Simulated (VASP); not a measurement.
A run of VASP 6.6.1 is set up as follows.

File POSCAR:

```
InAs
1.0
    0.0000000000      2.8414337288      2.8414337288
    2.8414337288      0.0000000000      2.8414337288
    2.8414337288      2.8414337288      0.0000000000
In As
1 1
Direct
    0.0000000000      0.0000000000      0.0000000000
    0.5000000000      0.5000000000      0.5000000000
```

The input INCAR.step1:

```
SYSTEM = InAs
PREC     = Accurate       ! precision mode
ENCUT    = 520            ! plane-wave cutoff, eV
EDIFF    = 1E-5           ! SCF threshold, eV
ISMEAR   = -1             ! smearing method
SIGMA    = 0.02           ! smearing width, eV
LREAL    = .FALSE.        ! projectors in reciprocal space
LASPH    = .TRUE.         ! aspherical terms in the spheres
NELM     = 100            ! most SCF steps
ALGO     = Normal         ! electronic algorithm
ISIF     = 2              ! what is computed and relaxed
LWAVE    = .TRUE.         ! write WAVECAR
LCHARG   = .FALSE.        ! write CHGCAR
GGA      = PE             ! functional
NBANDS   = 16             ! bands
```

INCAR.step2

```
SYSTEM = InAs
PREC     = Accurate       ! precision mode
ENCUT    = 520            ! plane-wave cutoff, eV
EDIFF    = 1E-6           ! SCF threshold, eV
ISMEAR   = -1             ! smearing method
SIGMA    = 0.02           ! smearing width, eV
LREAL    = .FALSE.        ! projectors in reciprocal space
LASPH    = .TRUE.         ! aspherical terms in the spheres
NELM     = 100            ! most SCF steps
ALGO     = Normal         ! electronic algorithm
ISIF     = 2              ! what is computed and relaxed
LWAVE    = .FALSE.        ! write WAVECAR
LCHARG   = .FALSE.        ! write CHGCAR
GGA      = PE             ! functional
LHFCALC  = .TRUE.         ! exact exchange
HFSCREEN = 0.2079         ! screening, 1/A
PRECFOCK = Normal       
ISTART   = 1            
NBANDS   = 16             ! bands
```

File KPOINTS:

```
Automatic mesh
0
G
  4 4 4
  0 0 0
```

Potentials or basis: VASP PAW PBE potentials, release 64 (In_d, As).

Launch:

```console
$ cat potpaw_PBE.64/In_d/POTCAR potpaw_PBE.64/As/POTCAR > POTCAR
$ cp INCAR.step1 INCAR
$ mpirun -np 1 vasp_std > vasp.out
$ cp INCAR.step2 INCAR
$ mpirun -np 1 vasp_std > vasp.out
```

Task: Predict the band gap on the k mesh.

Result: Zero (band 9 reaches 6.35 eV, above the bottom of band 10 at 3.51 eV).

Task: Estimate the pressure.

Result: 0.4 GPa.

Caveat: the k points lie up to 0.48 Å⁻¹ apart; the PAW data sets were made with another functional, which shifts forces and pressure a little; spin-orbit coupling is left out, which moves the levels of the heavy elements.
